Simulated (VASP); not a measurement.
# PbSe (I-4m2) in VASP: further runs

Aim: see how the results for PbSe move with the level of theory and the settings. Levels: PBE, r2SCAN, HSE06. Tasks: single point.

Program: VASP 6.6.1. These are calculated values, not measurements. Logs are shortened: lines on timing, memory, paths and dates and some standing lists are left out, and cuts for length are marked.

### 1 The cell of the first run

The structure is tetragonal, space group I-4m2 (No. 119). The conventional cell has a = 5.051 Å, b = 5.051 Å, c = 6.846 Å, α = 90.00°, β = 90.00°, γ = 90.00°. Pb (site symmetry -4m2) has 4 Se at 3.05 Å within 4.0 Å. Se (site symmetry -4m2) has 4 Pb at 3.05 Å within 4.0 Å.

### 2 Single point, PBE (biaxial xy strain +4.3%)

Contents of INCAR:

```
SYSTEM = PbSe
PREC     = Accurate       ! precision mode
ENCUT    = 520            ! plane-wave cutoff, eV
EDIFF    = 1E-6           ! SCF threshold, eV
ISMEAR   = -1             ! smearing method
SIGMA    = 0.02           ! smearing width, eV
LREAL    = .FALSE.        ! projectors in reciprocal space
LASPH    = .TRUE.         ! aspherical terms in the spheres
NELM     = 80             ! most SCF steps
ALGO     = Normal         ! electronic algorithm
ISIF     = 2              ! what is computed and relaxed
LWAVE    = .FALSE.        ! write WAVECAR
LCHARG   = .FALSE.        ! write CHGCAR
GGA      = PE             ! functional
NBANDS   = 17             ! bands
```

Contents of KPOINTS:

```
Automatic mesh
0
G
  6 6 6
  0 0 0
```

Contents of POSCAR:

```
PbSe
1.0
    0.0000000000      3.5717711987      3.4232041391
    3.5717711987      0.0000000000      3.4232041391
    3.5717711987      3.5717711987      0.0000000000
Pb Se
1 1
Direct
    0.0000000000      0.0000000000      0.0000000000
    0.2500000000      0.2500000000      0.2500000000
```

Potentials or basis: VASP PAW PBE potentials, release 64 (Pb_d, Se).

On the command line:

```bash
$ cat potpaw_PBE.64/Pb_d/POTCAR potpaw_PBE.64/Se/POTCAR > POTCAR
$ mpirun -np 1 vasp_std > vasp.out
```

OUTCAR:

```text
SYSTEM = PbSe
   PREC = Accurate
   ENCUT = 520
   EDIFF = 1E-6
   ISMEAR = -1
   LREAL = .FALSE.
   LASPH = .TRUE.
   NELM = 80
   ISIF = 2
   GGA = PE

 ion  position               nearest neighbor table
   1  0.000  0.000  0.000-   2 3.05   2 3.05   2 3.05   2 3.05
   2  0.250  0.250  0.250-   1 3.05   1 3.05   1 3.05   1 3.05

  LATTYP: Found a body centered tetragonal cell.
 ALAT       =     5.0512472709
 C/A-ratio  =     1.3553896515

  Lattice vectors:

 A1 = (   0.0000000000,  -3.5717711987,  -3.4232041391)
 A2 = (   0.0000000000,   3.5717711987,  -3.4232041391)
 A3 = (   3.5717711987,   0.0000000000,   3.4232041391)

Analysis of symmetry for initial positions (statically):
=====================================================================
 Subroutine PRICEL returns:
 Original cell was already a primitive cell.

 Routine SETGRP: Setting up the symmetry group for a
 body centered tetragonal supercell.

 Subroutine GETGRP returns: Found  8 space group operations
 (whereof  8 operations were pure point group operations)
 out of a pool of 16 trial point group operations.

The static configuration has the point symmetry D_2d.

Analysis of symmetry for dynamics (positions and initial velocities):
=====================================================================
 Subroutine PRICEL returns:
 Original cell was already a primitive cell.

 Routine SETGRP: Setting up the symmetry group for a
 body centered tetragonal supercell.

 Subroutine GETGRP returns: Found  8 space group operations
 (whereof  8 operations were pure point group operations)
 out of a pool of 16 trial point group operations.

The dynamic configuration has the point symmetry D_2d.

 Subroutine INISYM returns: Found  8 space group operations
 (whereof  8 operations are pure point group operations),
 and found     1 'primitive' translations

----------------------------------------------------------------------------------------

                                     Primitive cell

  volume of cell :      87.3434

  direct lattice vectors                    reciprocal lattice vectors
     0.000000000  3.571771199  3.423204139    -0.139986570  0.139986570  0.146061987
     3.571771199  0.000000000  3.423204139     0.139986570 -0.139986570  0.146061987
     3.571771199  3.571771199  0.000000000     0.139986570  0.139986570 -0.146061987

  length of vectors
     4.947309984  4.947309984  5.051247271     0.246021511  0.246021511  0.246021511

  position of ions in fractional coordinates (direct lattice)
     0.000000000  0.000000000  0.000000000
     0.250000000  0.250000000  0.250000000

  ion indices of the primitive-cell ions
   primitive index   ion index
                 1           1
                 2           2

----------------------------------------------------------------------------------------

 KPOINTS: Automatic mesh

Automatic generation of k-mesh.
 Grid dimensions read from file:
 generate k-points for:    6    6    6

 Generating k-lattice:

  Cartesian coordinates                     Fractional coordinates (reciprocal lattice)
    -0.023331095  0.023331095  0.024343665     0.166666667 -0.000000000  0.000000000
     0.023331095 -0.023331095  0.024343665    -0.000000000  0.166666667  0.000000000
     0.023331095  0.023331095 -0.024343665     0.000000000  0.000000000  0.166666667

  Length of vectors
     0.041003585  0.041003585  0.041003585

  Shift w.r.t. Gamma in fractional coordinates (k-lattice)
     0.000000000  0.000000000  0.000000000

 Subroutine IBZKPT returns following result:
 ===========================================

 Found     30 irreducible k-points:

 Following reciprocal coordinates:
            Coordinates               Weight
  0.000000  0.000000  0.000000      1.000000
  0.166667  0.000000  0.000000      8.000000
  0.333333 -0.000000  0.000000      8.000000
  0.500000 -0.000000  0.000000      4.000000
  0.166667  0.166667  0.000000      2.000000
  0.333333  0.166667  0.000000      8.000000
[... 16 lines left out ...]
  0.333333  0.000000  0.333333      4.000000
  0.500000  0.000000  0.333333     16.000000
 [... further k-points ...]
   k-points           NKPTS =     30   k-points in BZ     NKDIM =     30   number of bands    NBANDS=     17
   number of dos      NEDOS =    301   number of ions     NIONS =      2
   total plane-waves  NPLWV =  64000
   dimension x,y,z NGX =    40 NGY =   40 NGZ =   40
   dimension x,y,z NGXF=    80 NGYF=   80 NGZF=   80
   ions per type =               1   1
   NGX,Y,Z   is equivalent  to a cutoff of  13.44, 13.44, 13.16 a.u.
   NGXF,Y,Z  is equivalent  to a cutoff of  26.88, 26.88, 26.33 a.u.
 SYSTEM =  PbSe
   PREC   = accura    normal or accurate (medium, high low for compatibility)
   ISTART =      0    job   : 0-new  1-cont  2-samecut
   ICHARG =      2    charge: 1-file 2-atom 10-const
   ISPIN  =      1    spin polarized calculation?
   LNONCOLLINEAR =      F non collinear calculations
   LSORBIT =      F    spin-orbit coupling
   LASPH  =      T    aspherical Exc in radial PAW
   ENCUT  =  520.0 eV  38.22 Ry    6.18 a.u.   9.20  9.20  9.39*2*pi/ulx,y,z
   NELM   =     80;   NELMIN=  2; NELMDL= -5     # of ELM steps
   EDIFF  = 0.1E-05   stopping-criterion for ELM
   LREAL  =      F    real-space projection
   EDIFFG = 0.1E-04   stopping-criterion for IOM
   NSW    =      0    number of steps for IOM
   IBRION =     -1    ionic relax: 0-MD 1-quasi-New 2-CG
   NFREE  =      0    steps in history (QN), initial steepest desc. (CG)
   ISIF   =      2    stress and relaxation
   ISYM   =      2    0-nonsym 1-usesym 2-fastsym
   POTIM  = 0.5000    time-step for ionic-motion
   TEBEG  =    0.0;   TEEND  =   0.0 temperature during run
   PSTRESS=    0.0 pullay stress
   NELECT =      20.0000    total number of electrons
   NUPDOWN=      -1.0000    fix difference up-down
   EMIN   =  10.00;   EMAX   =-10.00  energy-range for DOS
   EFERMI =   0.00;   METHOD = LEGACY
   ISMEAR =    -1;   SIGMA  =   0.02  broadening in eV -4-tet -1-fermi 0-gaus
   EFERMI_NEDOS =   21; number of points for ismear=-14 and -15
   IALGO  =     38    algorithm
   IMIX   =      4    mixing-type and parameters
     AMIX     =   0.40;   BMIX     =  1.00
     AMIX_MAG =   1.60;   BMIX_MAG =  1.00
  volume/ion in A,a.u.               =      43.67       294.71
  Fermi-wavevector in a.u.,A,eV,Ry     =   1.001555  1.892665 13.648173  1.003112
  Thomas-Fermi vector in A             =   2.133985
   LORBIT       =      0    0 simple, 1 ext, 2 COOP (PROOUT), +10 PAW based schemes
   GGA     = PE    functional components
[... 5 lines left out ...]
 non-spin polarized calculation
  energy-cutoff  :      520.00
  volume of cell :       87.34
 maximum number of plane-waves:      2393
 NGX is ok and might be reduce to    40
   NGX = 19   NGY = 19   NGZ = 19

 number of electron      19.9999996 magnetization

 Free energy of the ion-electron system (eV)
  ---------------------------------------------------
  ext. energy  EPLUGINS =         0.00000000
  ---------------------------------------------------
  free energy    TOTEN  =        -7.80879246 eV

  energy without entropy =       -7.80879246  energy(sigma->0) =       -7.80879246

 E-fermi :   1.9987     XC(G=0):  -7.3925

 val. band max:        1.5855147746   @ k =  -0.3333   0.1667   0.5000
 cond. band min:       2.3833013025   @ k =   0.5000   0.5000   0.0000
 fundamental gap:      0.7977865279
 Fermi energy:         1.9986794720

 k-point     1 :       0.0000    0.0000    0.0000
  band No.  band energies     occupation
      1     -15.1320      2.00000
      2     -15.1320      2.00000
      3     -15.1212      2.00000
      4     -15.1155      2.00000
      5     -15.1046      2.00000
      6     -10.6719      2.00000
[... 9 lines left out ...]
     16      10.0458      0.00000
     17      10.4598      0.00000

 k-point     2 :       0.1667    0.0000    0.0000
  band No.  band energies     occupation
      1     -15.1343      2.00000
      2     -15.1304      2.00000
      3     -15.1214      2.00000
      4     -15.1154      2.00000
      5     -15.1044      2.00000
      6     -10.5677      2.00000
[... 9 lines left out ...]
     16       9.2971      0.00000
     17      10.1183      0.00000

 k-point     3 :       0.3333   -0.0000    0.0000
  band No.  band energies     occupation
      1     -15.1406      2.00000
      2     -15.1276      2.00000
      3     -15.1214      2.00000
      4     -15.1138      2.00000
      5     -15.1033      2.00000
      6     -10.3329      2.00000
[... 9 lines left out ...]
     16       9.3084      0.00000
     17      10.1936      0.00000

 k-point     4 :       0.5000   -0.0000    0.0000
  band No.  band energies     occupation
      1     -15.1440      2.00000
      2     -15.1264      2.00000
      3     -15.1215      2.00000
      4     -15.1124      2.00000
      5     -15.1025      2.00000
      6     -10.1980      2.00000
[... 9 lines left out ...]
     16       9.9222      0.00000
     17       9.9280      0.00000

 k-point     5 :       0.1667    0.1667    0.0000
  band No.  band energies     occupation
      1     -15.1287      2.00000
      2     -15.1287      2.00000
      3     -15.1287      2.00000
      4     -15.1166      2.00000
      5     -15.1034      2.00000
      6     -10.5279      2.00000
[... 9 lines left out ...]
     16       9.8492      0.00000
     17      11.1495      0.00000

 k-point     6 :       0.3333    0.1667    0.0000
  band No.  band energies     occupation
      1     -15.1380      2.00000
      2     -15.1256      2.00000
      3     -15.1240      2.00000
      4     -15.1169      2.00000
      5     -15.1023      2.00000
      6     -10.3301      2.00000
[... 9 lines left out ...]
     16       9.9678      0.00000
     17      10.9901      0.00000

 k-point     7 :       0.5000    0.1667    0.0000
  band No.  band energies     occupation
      1     -15.1440      2.00000
      2     -15.1242      2.00000
      3     -15.1220      2.00000
      4     -15.1148      2.00000
      5     -15.1020      2.00000
      6     -10.1521      2.00000
[... 9 lines left out ...]
     16      10.0653      0.00000
     17      10.3347      0.00000

 k-point     8 :      -0.3333    0.1667    0.0000
  band No.  band energies     occupation
      1     -15.1441      2.00000
      2     -15.1255      2.00000
      3     -15.1208      2.00000
      4     -15.1130      2.00000
      5     -15.1034      2.00000
      6     -10.2039      2.00000
[... 9 lines left out ...]
     16       9.2876      0.00000
     17      10.5960      0.00000
[... 203 lines left out ...]
      1     -15.1439      2.00000
      2     -15.1230      2.00000
      3     -15.1212      2.00000
      4     -15.1173      2.00000
      5     -15.1017      2.00000
      6     -10.1529      2.00000
[... 9 lines left out ...]
     16      10.2656      0.00000
     17      11.1631      0.00000

 k-point    20 :      -0.3333    0.3333    0.1667
  band No.  band energies     occupation
      1     -15.1479      2.00000
      2     -15.1214      2.00000
      3     -15.1198      2.00000
      4     -15.1154      2.00000
      5     -15.1026      2.00000
      6     -10.0601      2.00000
[... 9 lines left out ...]
     16      10.1079      0.00000
     17      11.2515      0.00000

 k-point    21 :      -0.1667    0.3333    0.1667
  band No.  band energies     occupation
      1     -15.1483      2.00000
      2     -15.1223      2.00000
      3     -15.1187      2.00000
      4     -15.1134      2.00000
      5     -15.1040      2.00000
      6     -10.1633      2.00000
[... 9 lines left out ...]
     16      10.1508      0.00000
     17      11.2357      0.00000

 k-point    22 :      -0.3333    0.5000    0.1667
  band No.  band energies     occupation
      1     -15.1486      2.00000
      2     -15.1206      2.00000
      3     -15.1197      2.00000
      4     -15.1175      2.00000
      5     -15.1011      2.00000
      6     -10.0045      2.00000
[... 9 lines left out ...]
     16      10.8719      0.00000
     17      10.8811      0.00000

 k-point    23 :       0.3333    0.0000    0.3333
  band No.  band energies     occupation
      1     -15.1517      2.00000
      2     -15.1214      2.00000
      3     -15.1151      2.00000
      4     -15.1133      2.00000
      5     -15.1047      2.00000
      6     -10.2159      2.00000
[... 9 lines left out ...]
     16      10.8593      0.00000
     17      12.2193      0.00000

 k-point    24 :       0.5000    0.0000    0.3333
  band No.  band energies     occupation
      1     -15.1540      2.00000
      2     -15.1202      2.00000
      3     -15.1155      2.00000
      4     -15.1125      2.00000
      5     -15.1043      2.00000
      6     -10.0719      2.00000
[... 9 lines left out ...]
     16      10.6366      0.00000
     17      11.7947      0.00000

 [... further k-points ...]
[... 5 lines left out ...]
  --------------------------------------------------------------------------------------
  -------------------------------------------------------------------------------------
  Total       -0.9816873     -0.9816873     -0.8226813      0.0000000      0.0000000      0.0000000
  in kB      -18.0075123    -18.0075123    -15.0907963      0.0000000      0.0000000      0.0000000
  external PRESSURE =     -17.0352736 kB  Pullay stress =       0.0000000 kB

 VOLUME and BASIS-vectors are now :
 -----------------------------------------------------------------------------
  energy-cutoff  :      520.00
  volume of cell :       87.34
      direct lattice vectors                 reciprocal lattice vectors
     0.000000000  3.571771199  3.423204139    -0.139986570  0.139986570  0.146061987
     3.571771199  0.000000000  3.423204139     0.139986570 -0.139986570  0.146061987
     3.571771199  3.571771199  0.000000000     0.139986570  0.139986570 -0.146061987

 POSITION                                       TOTAL-FORCE (eV/Angst)
 -----------------------------------------------------------------------------------
      0.00000      0.00000      0.00000        -0.000000     -0.000000      0.000000
      1.78589      1.78589      1.71160         0.000000      0.000000     -0.000000
 -----------------------------------------------------------------------------------
    total drift:                                0.000000      0.000000      0.000000

  FREE ENERGIE OF THE ION-ELECTRON SYSTEM (eV)
  ---------------------------------------------------
  free  energy   TOTEN  =        -7.8087924572 eV

  energy  without entropy=       -7.8087924572  energy(sigma->0) =       -7.80879246
```

It took 27 s on 1 thread of AMD EPYC 9R45 (Zen 5), shared host; peak memory 0.22 GiB.

What came out:

```
Free energy            : -7.8088 eV
Pressure               : -1.7 GPa
Band gap on the k mesh : 0.80 eV, indirect (least direct gap 1.22 eV)
```

Levels at points of the mesh, in eV from the valence-band top:
```csv
k point,band 8,band 9,band 10,band 11,band 12,band 13
"(0.00, 0.00, 0.00)",-1.37,-1.37,-1.24,2.13,2.25,2.25
"(0.50, 0.00, 0.00)",-1.87,-1.75,-1.72,2.89,2.92,3.48
"(0.50, 0.50, 0.00)",-2.50,-2.50,-0.46,0.80,4.63,4.63
"(0.50, 0.00, 0.50)",-2.37,-2.36,-0.35,0.87,4.49,4.63
```

Caveat: the cell differs from its parent crystal (biaxial xy strain +4.3%); spin-orbit coupling is left out, which moves the levels of the heavy elements. A k mesh can miss the band edges.

(Continued in part 2 of 2.)
